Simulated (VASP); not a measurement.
Runs of VASP 6.6.1 on W. The structure is that of space group Fd-3m (No. 227), or close to it. The cells are those of the table. This isn't the form of W at room conditions, which is bcc.

```tsv
cell	gap on the mesh (eV)	pressure (GPa)
a = 3.572 Å, angles 60.0°, 2 atoms	none	126.0
a = 3.160 Å, angles 60.0°, 2 atoms	none	500.4
a = 4.054 Å, angles 60.0°, 2 atoms	none	(b)
a = 3.906 Å, angles 60.0°, 2 atoms	none	(a)
a = 3.747 Å, angles 60.0°, 2 atoms	none	62.9
```

Alike in all rows: task single point; level PBE; potentials or basis VASP PAW PBE potentials, release 64 (W_sv); no spin polarisation; k mesh 12 × 12 × 12; cutoff (eV) 520; smearing fermi-dirac 0.1 eV.

Fill in the values left out.

(a) 28.0; (b) 7.5.

Caveats: the cell stands under pressure; spin-orbit coupling is left out, which moves the levels of the heavy elements; atoms lie so close that the PAW spheres overlap strongly, which falsifies energies and pressures (at least some runs).

A k mesh can miss the band edges, and the runs leave out spin-orbit coupling on W.

A gap of «none» marks levels without a gap at the run's occupations.
